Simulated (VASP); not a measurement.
Wanted: the native input for a VASP 6.6.1 run.

```yaml
Task: single point
Functional: PBEsol
Potentials_or_basis: VASP PAW PBE potentials, release 64 (Os)
Cutoff: 520 eV
k_mesh: 15 × 15 × 9
Occupations: fermi-dirac, width 0.05 eV
Spin: no spin polarisation
Dipole_correction: no
Further_INCAR_settings: ALGO = Normal; EDIFF = 1e-06; NBANDS = 15
```

The structure of Os lies in POSCAR:

```
Os
1.0
    2.7111232592      0.0000000000      0.0000000000
   -1.3555616296      2.3479016152      0.0000000000
    0.0000000000      0.0000000000      4.2833982837
Os
2
Direct
    0.3333333333      0.6666666667      0.2500000000
    0.6666666667      0.3333333333      0.7500000000
```

This cell differs from its parent crystal: volume scaled by 0.975.

These files were run (other wordings do the same):

INCAR

```
SYSTEM = Os
PREC = Accurate ; ENCUT = 520
EDIFF = 1E-6 ; ISMEAR = -1
SIGMA = 0.05 ; LREAL = .FALSE.
LASPH = .TRUE. ; NELM = 60
ALGO = Normal ; ISIF = 2
LWAVE = .FALSE. ; LCHARG = .TRUE.
GGA = PS ; LELF = .TRUE.
LVHAR = .TRUE. ; NBANDS = 15
```

KPOINTS

```
Automatic mesh
0
G
  15 15 9
  0 0 0
```

Potentials or basis: VASP PAW PBE potentials, release 64 (Os).

The run is started by

```console
$ cat potpaw_PBE.64/Os/POTCAR > POTCAR
$ mpirun -np 1 vasp_std > vasp.out
```

Results of the run:

```
Pressure               : 9.2 GPa
Band gap on the k mesh : zero (band 8 reaches 11.88 eV, above the bottom of band 9 at 7.89 eV)
```

Caveat: the PAW data sets were made with another functional, which shifts forces and pressure a little; spin-orbit coupling is left out, which moves the levels of the heavy elements.

Wall time 31 s on 1 thread of AMD EPYC 9R45 (Zen 5) (shared host), peak memory 0.14 GiB.
